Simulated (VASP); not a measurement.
# GaN (Fm-3m) in VASP: a series of runs

Aim: see how the results for GaN move with the level of theory and the settings. Levels: PBE, LDA. Tasks: single point.

Program: VASP 6.6.1. These are calculated values, not measurements. Logs are shortened: lines on timing, memory, paths and dates and some standing lists are left out, and cuts for length are marked.

### 1 The cell of the first run

The structure is cubic, space group Fm-3m (No. 225). The conventional cell has a = 4.270 Å, b = 4.270 Å, c = 4.270 Å, α = 90.00°, β = 90.00°, γ = 90.00°. Ga (site symmetry m-3m) has 6 N at 2.14 Å within 2.8 Å. Within 2.8 Å of N (site symmetry m-3m) lie 6 Ga at 2.14 Å.

### 2 Single point, PBE

INCAR reads:

```
SYSTEM = GaN
PREC = Accurate
ENCUT = 520
EDIFF = 1E-6
ISMEAR = 0
SIGMA = 0.026000000000000002
LREAL = .False.
LASPH = .True.
NELM = 80
ALGO = Normal
ISIF = 2
LWAVE = .False.
LCHARG = .True.
GGA = PE
LELF = .True.
LVHAR = .True.
NBANDS = 16
```

KPOINTS reads:

```
Automatic mesh
0
Gamma
  11 11 11
  0 0 0
```

POSCAR reads:

```
GaN
1.0
    0.0000000000      2.1352350000      2.1352350000
    2.1352350000      0.0000000000      2.1352350000
    2.1352350000      2.1352350000      0.0000000000
Ga N
1 1
Direct
    0.0000000000      0.0000000000      0.0000000000
    0.5000000000      0.5000000000      0.5000000000
```

Potentials or basis: VASP PAW PBE potentials, release 64 (Ga_d, N).

On the command line:

```
> cat potpaw_PBE.64/Ga_d/POTCAR potpaw_PBE.64/N/POTCAR > POTCAR
> mpirun -np 1 vasp_std > vasp.out
```

OUTCAR:

```text
SYSTEM = GaN
   PREC = Accurate
   ENCUT = 520
   EDIFF = 1E-6
   ISMEAR = 0
   LREAL = .False.
   LASPH = .True.
   NELM = 80
   ISIF = 2
   GGA = PE

 ion  position               nearest neighbor table
   1  0.000  0.000  0.000-   2 2.14   2 2.14   2 2.14   2 2.14   2 2.14   2 2.14
   2  0.500  0.500  0.500-   1 2.14   1 2.14   1 2.14   1 2.14   1 2.14   1 2.14

  LATTYP: Found a face centered cubic cell.
 ALAT       =     4.2704700000

  Lattice vectors:

 A1 = (   0.0000000000,   2.1352350000,   2.1352350000)
 A2 = (   2.1352350000,   0.0000000000,   2.1352350000)
 A3 = (   2.1352350000,   2.1352350000,   0.0000000000)

Analysis of symmetry for initial positions (statically):
=====================================================================
 Subroutine PRICEL returns:
 Original cell was already a primitive cell.

 Routine SETGRP: Setting up the symmetry group for a
 face centered cubic supercell.

 Subroutine GETGRP returns: Found 48 space group operations
 (whereof 48 operations were pure point group operations)
 out of a pool of 48 trial point group operations.

The static configuration has the point symmetry O_h .

Analysis of symmetry for dynamics (positions and initial velocities):
=====================================================================
 Subroutine PRICEL returns:
 Original cell was already a primitive cell.

 Routine SETGRP: Setting up the symmetry group for a
 face centered cubic supercell.

 Subroutine GETGRP returns: Found 48 space group operations
 (whereof 48 operations were pure point group operations)
 out of a pool of 48 trial point group operations.

The dynamic configuration has the point symmetry O_h .

 Subroutine INISYM returns: Found 48 space group operations
 (whereof 48 operations are pure point group operations),
 and found     1 'primitive' translations

----------------------------------------------------------------------------------------

                                     Primitive cell

  volume of cell :      19.4700

  direct lattice vectors                    reciprocal lattice vectors
     0.000000000  2.135235000  2.135235000    -0.234166263  0.234166263  0.234166263
     2.135235000  0.000000000  2.135235000     0.234166263 -0.234166263  0.234166263
     2.135235000  2.135235000  0.000000000     0.234166263  0.234166263 -0.234166263

  length of vectors
     3.019678296  3.019678296  3.019678296     0.405587864  0.405587864  0.405587864

  position of ions in fractional coordinates (direct lattice)
     0.000000000  0.000000000  0.000000000
     0.500000000  0.500000000  0.500000000

  ion indices of the primitive-cell ions
   primitive index   ion index
                 1           1
                 2           2

----------------------------------------------------------------------------------------

 KPOINTS: Automatic mesh

Automatic generation of k-mesh.
 Grid dimensions read from file:
 generate k-points for:   11   11   11

 Generating k-lattice:

  Cartesian coordinates                     Fractional coordinates (reciprocal lattice)
    -0.021287842  0.021287842  0.021287842     0.090909091  0.000000000  0.000000000
     0.021287842 -0.021287842  0.021287842     0.000000000  0.090909091  0.000000000
     0.021287842  0.021287842 -0.021287842     0.000000000  0.000000000  0.090909091

  Length of vectors
     0.036871624  0.036871624  0.036871624

  Shift w.r.t. Gamma in fractional coordinates (k-lattice)
     0.000000000  0.000000000  0.000000000

 Subroutine IBZKPT returns following result:
 ===========================================

 Found     56 irreducible k-points:

 Following reciprocal coordinates:
            Coordinates               Weight
  0.000000  0.000000  0.000000      1.000000
  0.090909  0.000000  0.000000      8.000000
  0.181818  0.000000  0.000000      8.000000
  0.272727  0.000000  0.000000      8.000000
  0.363636  0.000000  0.000000      8.000000
  0.454545  0.000000  0.000000      8.000000
[... 16 lines left out ...]
 -0.272727  0.181818  0.000000     24.000000
 -0.181818  0.181818  0.000000     12.000000
 [... further k-points ...]
   k-points           NKPTS =     56   k-points in BZ     NKDIM =     56   number of bands    NBANDS=     16
   number of dos      NEDOS =    301   number of ions     NIONS =      2
   total plane-waves  NPLWV =  13824
   dimension x,y,z NGX =    24 NGY =   24 NGZ =   24
   dimension x,y,z NGXF=    48 NGYF=   48 NGZF=   48
   ions per type =               1   1
   NGX,Y,Z   is equivalent  to a cutoff of  13.21, 13.21, 13.21 a.u.
   NGXF,Y,Z  is equivalent  to a cutoff of  26.43, 26.43, 26.43 a.u.
 SYSTEM =  GaN
   PREC   = accura    normal or accurate (medium, high low for compatibility)
   ISTART =      0    job   : 0-new  1-cont  2-samecut
   ICHARG =      2    charge: 1-file 2-atom 10-const
   ISPIN  =      1    spin polarized calculation?
   LNONCOLLINEAR =      F non collinear calculations
   LSORBIT =      F    spin-orbit coupling
   LASPH  =      T    aspherical Exc in radial PAW
   ENCUT  =  520.0 eV  38.22 Ry    6.18 a.u.   5.61  5.61  5.61*2*pi/ulx,y,z
   NELM   =     80;   NELMIN=  2; NELMDL= -5     # of ELM steps
   EDIFF  = 0.1E-05   stopping-criterion for ELM
   LREAL  =      F    real-space projection
   EDIFFG = 0.1E-04   stopping-criterion for IOM
   NSW    =      0    number of steps for IOM
   IBRION =     -1    ionic relax: 0-MD 1-quasi-New 2-CG
   NFREE  =      0    steps in history (QN), initial steepest desc. (CG)
   ISIF   =      2    stress and relaxation
   ISYM   =      2    0-nonsym 1-usesym 2-fastsym
   POTIM  = 0.5000    time-step for ionic-motion
   TEBEG  =    0.0;   TEEND  =   0.0 temperature during run
   PSTRESS=    0.0 pullay stress
   NELECT =      18.0000    total number of electrons
   NUPDOWN=      -1.0000    fix difference up-down
   EMIN   =  10.00;   EMAX   =-10.00  energy-range for DOS
   EFERMI =   0.00;   METHOD = LEGACY
   ISMEAR =     0;   SIGMA  =   0.03  broadening in eV -4-tet -1-fermi 0-gaus
   EFERMI_NEDOS =   21; number of points for ismear=-14 and -15
   IALGO  =     38    algorithm
   IMIX   =      4    mixing-type and parameters
     AMIX     =   0.40;   BMIX     =  1.00
     AMIX_MAG =   1.60;   BMIX_MAG =  1.00
  volume/ion in A,a.u.               =       9.74        65.70
  Fermi-wavevector in a.u.,A,eV,Ry     =   1.594814  3.013761 34.605481  2.543431
  Thomas-Fermi vector in A             =   2.692830
   LORBIT       =      0    0 simple, 1 ext, 2 COOP (PROOUT), +10 PAW based schemes
   GGA     = PE    functional components
   LHFCALC =     F    Hartree Fock is set to
   AEXX    =    0.0000 exact exchange contribution
   IVDW    =     0    specifies the selected vdW correction
   LEPSILON=     F    determine dielectric tensor
   LRPA    =     F    only Hartree local field effects (RPA)
 non-spin polarized calculation
 Gauss-broadening in eV      SIGMA  =   0.03
  energy-cutoff  :      520.00
  volume of cell :       19.47
 maximum number of plane-waves:       534
   NGX = 11   NGY = 11   NGZ = 11

 number of electron      18.0000005 magnetization

 Free energy of the ion-electron system (eV)
  ---------------------------------------------------
  ext. energy  EPLUGINS =         0.00000000
  ---------------------------------------------------
  free energy    TOTEN  =       -11.20667834 eV

  energy without entropy =      -11.20667834  energy(sigma->0) =      -11.20667834

 E-fermi :   7.7292     XC(G=0): -12.9044

 val. band max:        7.5262506820   @ k =  -0.1818   0.1818   0.0000
 cond. band min:       8.0668747439   @ k =   0.4545   0.4545   0.0000
 fundamental gap:      0.5406240618
 Fermi energy:         7.7291513386

 k-point     1 :       0.0000    0.0000    0.0000
  band No.  band energies     occupation
      1      -9.4812      2.00000
      2      -6.4857      2.00000
      3      -6.4857      2.00000
      4      -6.4857      2.00000
      5      -6.3986      2.00000
      6      -6.3986      2.00000
[... 8 lines left out ...]
     15      22.8978      0.00000
     16      22.8978      0.00000

 k-point     2 :       0.0909    0.0000    0.0000
  band No.  band energies     occupation
      1      -9.3253      2.00000
      2      -6.4912      2.00000
      3      -6.4778      2.00000
      4      -6.4778      2.00000
      5      -6.4084      2.00000
      6      -6.4084      2.00000
[... 8 lines left out ...]
     15      23.1276      0.00000
     16      23.1276      0.00000

 k-point     3 :       0.1818    0.0000    0.0000
  band No.  band energies     occupation
      1      -8.8710      2.00000
      2      -6.5055      2.00000
      3      -6.4886      2.00000
      4      -6.4886      2.00000
      5      -6.4022      2.00000
      6      -6.4022      2.00000
[... 8 lines left out ...]
     15      24.0334      0.00000
     16      24.0334      0.00000

 k-point     4 :       0.2727    0.0000    0.0000
  band No.  band energies     occupation
      1      -8.1684      2.00000
      2      -6.5391      2.00000
      3      -6.5391      2.00000
      4      -6.5228      2.00000
      5      -6.3570      2.00000
      6      -6.3570      2.00000
[... 8 lines left out ...]
     15      25.5251      0.00000
     16      25.5251      0.00000
[... 324 lines left out ...]
 k-point    22 :      -0.3636    0.1818    0.0000
  band No.  band energies     occupation
      1      -7.3534      2.00000
      2      -6.5817      2.00000
      3      -6.5672      2.00000
      4      -6.4380      2.00000
      5      -6.3075      2.00000
      6      -5.4361      2.00000
[... 8 lines left out ...]
     15      27.2385      0.00000
     16      27.7317      0.00000

 k-point    23 :      -0.2727    0.1818    0.0000
  band No.  band energies     occupation
      1      -7.5637      2.00000
      2      -6.5636      2.00000
      3      -6.5604      2.00000
      4      -6.4895      2.00000
      5      -6.3567      2.00000
      6      -5.9106      2.00000
[... 8 lines left out ...]
     15      26.1483      0.00000
     16      28.3357      0.00000

 k-point    24 :      -0.1818    0.1818    0.0000
  band No.  band energies     occupation
      1      -8.0461      2.00000
      2      -6.5366      2.00000
      3      -6.5343      2.00000
      4      -6.5177      2.00000
      5      -6.4020      2.00000
      6      -6.1911      2.00000
[... 8 lines left out ...]
     15      25.4450      0.00000
     16      27.6276      0.00000

 [... further k-points ...]
[... 5 lines left out ...]
  --------------------------------------------------------------------------------------
  -------------------------------------------------------------------------------------
  Total        0.0514840      0.0514840      0.0514840      0.0000000     -0.0000000      0.0000000
  in kB        4.2365840      4.2365840      4.2365840      0.0000000     -0.0000000      0.0000000
  external PRESSURE =       4.2365840 kB  Pullay stress =       0.0000000 kB

 VOLUME and BASIS-vectors are now :
 -----------------------------------------------------------------------------
  energy-cutoff  :      520.00
  volume of cell :       19.47
      direct lattice vectors                 reciprocal lattice vectors
     0.000000000  2.135235000  2.135235000    -0.234166263  0.234166263  0.234166263
     2.135235000  0.000000000  2.135235000     0.234166263 -0.234166263  0.234166263
     2.135235000  2.135235000  0.000000000     0.234166263  0.234166263 -0.234166263

 POSITION                                       TOTAL-FORCE (eV/Angst)
 -----------------------------------------------------------------------------------
      0.00000      0.00000      0.00000        -0.000000      0.000000     -0.000000
      2.13524      2.13524      2.13524         0.000000      0.000000      0.000000
 -----------------------------------------------------------------------------------
    total drift:                                0.000000     -0.000000     -0.000000

  FREE ENERGIE OF THE ION-ELECTRON SYSTEM (eV)
  ---------------------------------------------------
  free  energy   TOTEN  =       -11.2066783416 eV

  energy  without entropy=      -11.2066783416  energy(sigma->0) =      -11.20667834
```

Wall time 13 s (1 thread of Intel Xeon Platinum 8259CL at 2.50GHz (Skylake/Cascade Lake), shared host); peak memory 0.15 GiB.

What came out:

```
Free energy            : -11.2067 eV
Pressure               : 0.4 GPa
Band gap on the k mesh : 0.54 eV, indirect (least direct gap 2.37 eV)
```

Levels at points of the mesh, in eV from the valence-band top:
| k point | band 5 | band 6 | band 7 | band 8 | band 9 | band 10 | band 11 | band 12 | band 13 | band 14 |
| --- | --- | --- | --- | --- | --- | --- | --- | --- | --- | --- |
| (0.00, 0.00, 0.00) | -13.92 | -13.92 | -0.49 | -0.49 | -0.49 | 1.88 | 14.53 | 14.53 | 14.53 | 15.37 |

A k mesh can miss the band edges.

### 3 Single point, PBE

INCAR reads:

```
SYSTEM = GaN
PREC = Accurate
ENCUT = 520
EDIFF = 1E-6
ISMEAR = 0
SIGMA = 0.011
LREAL = .FALSE.
LASPH = .TRUE.
NELM = 60
ALGO = Normal
ISIF = 2
LWAVE = .FALSE.
LCHARG = .FALSE.
GGA = PE
NBANDS = 16
```

KPOINTS reads:

```
Automatic mesh
0
G
  11 11 11
  0 0 0
```

POSCAR is that of step 2.

Potentials or basis: VASP PAW PBE potentials, release 64 (Ga_d, N).

On the command line:

```
> cat potpaw_PBE.64/Ga_d/POTCAR potpaw_PBE.64/N/POTCAR > POTCAR
> mpirun -np 1 vasp_std > vasp.out
```

Wall time 6.1 s (1 thread of Intel Xeon 6975P-C (Granite Rapids), shared host); peak memory 0.14 GiB.

It converged, with:

```
Free energy            : -11.2067 eV
Pressure               : 0.4 GPa
Band gap on the k mesh : 0.54 eV, indirect (least direct gap 2.37 eV)
```

Levels at points of the mesh, in eV from the valence-band top:
```tsv
k point	band 7	band 8	band 9	band 10	band 11	band 12
(0.00, 0.00, 0.00)	-0.49	-0.49	-0.49	1.88	14.53	14.53
```

A k mesh can miss the band edges. A hybrid or GW would open this gap; PBE tends to underestimate it.

(Part 1 of 2 ends here.)
